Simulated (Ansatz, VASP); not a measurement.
**Ag: VASP and Ansatz over several settings**

```xyz
1
Lattice="0.0000 2.0151 2.0151 2.0151 0.0000 2.0151 2.0151 2.0151 0.0000" Properties=species:S:1:pos:R:3 pbc="T T T"
Ag    0.0000    0.0000    0.0000
```

Single points on this cell with VASP 6.6.1 and Ansatz 0.2.0. Each row is one pair of runs. Alike in all rows: spin: off; smearing: fermi-dirac, width 0.05 eV; VASP's potentials, cutoff: VASP PAW PBE potentials, release 64 (Ag), 520 eV.

```tsv
level	k mesh	Ansatz's potentials, cutoff	gap on the k mesh at the Fermi level (eV), VASP	gap on the k mesh at the Fermi level (eV), Ansatz	pressure (GPa), VASP	pressure (GPa), Ansatz
r2SCAN	11 × 11 × 11	Ansatz PAW, 500 eV	none	none	6.5	6.2
PBE+D3(BJ)	11 × 11 × 11	Ansatz PAW, 420 eV	none	none	3.4	3.5
revPBE	11 × 11 × 11	Ansatz PAW, 420 eV	none	none	12.7	12.9
BLYP+D3(BJ)	11 × 11 × 11	Ansatz PAW, 420 eV	none	none	3.9	3.7
HSE06	6 × 6 × 6	Ansatz PAW, 420 eV	none	none	9.8	9.8
PBE0	6 × 6 × 6	Ansatz PAW, 420 eV	none	none	9.7	9.9
r2SCAN+D4	11 × 11 × 11	Ansatz PAW, 500 eV	none	none	4.7	4.5
HF	6 × 6 × 6	Ansatz PAW, 420 eV	none	none	25.8	26.4
```

Pressure (GPa): the two programs differ by at most 0.62.

VASP's potentials hold 11 valence electrons a cell and Ansatz's 19, so a difference there can come from the potentials and not from the codes.

A gap of «none» marks a metal or a gap that the smearing closes.

The k mesh is coarse in some rows, so the values compare programs but aren't converged.
